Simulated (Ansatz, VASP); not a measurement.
**One calculation of SnO2, two programs**

```xyz
6
Lattice="4.9595 0.0000 0.0000 0.0000 4.9601 0.0000 0.0000 0.0000 3.3506" Properties=species:S:1:pos:R:3 pbc="T T T"
Sn    2.4798    2.4800    1.6753
Sn    0.0000    0.0000    0.0000
O     1.5393    1.5395    0.0000
O     4.0190    0.9406    1.6753
O     0.9405    4.0195    1.6753
O     3.4203    3.4206    0.0000
```

Change from the starting cell: volume 13.737 Å^3 an atom, stretch along a over the lengths across it, relative to the relaxed cell 1.0000.

Alike in both runs: functional LDA; k mesh 6 × 6 × 10; occupations gaussian, width 0.05 eV; no spin polarisation.

Ansatz relaxed the structure, and its values are those at the end. VASP's run is a single point on that final structure, the one shown.

```csv
,VASP,Ansatz
version,VASP 6.6.1,Ansatz 0.2.0
potentials or method,"VASP PAW LDA potentials, release 64 (Sn_d, O), cutoff 520 eV","scalar-relativistic, plane waves, PAW"
valence electrons in the cell,52,52
```

|  | VASP | Ansatz | Ansatz less VASP |
| --- | --- | --- | --- |
| gap on the k mesh at the Fermi level (eV) | 0.07 | 0.07 | -0.001 |
| least direct gap on the mesh (eV) | 0.27 | 0.29 | +0.021 |
| pressure (GPa) | -20.8 | -21.5 | -0.69 |
| rms of the force components (eV/Å) | 0.018 | 0.003 | -0.0144 |

Ansatz warns that its potentials were made for another functional, while VASP's fit it. LDA's correlation is that of Perdew and Zunger in VASP and of Perdew and Wang (1992) in Ansatz. Ansatz's warnings: stress scf threshold loose.
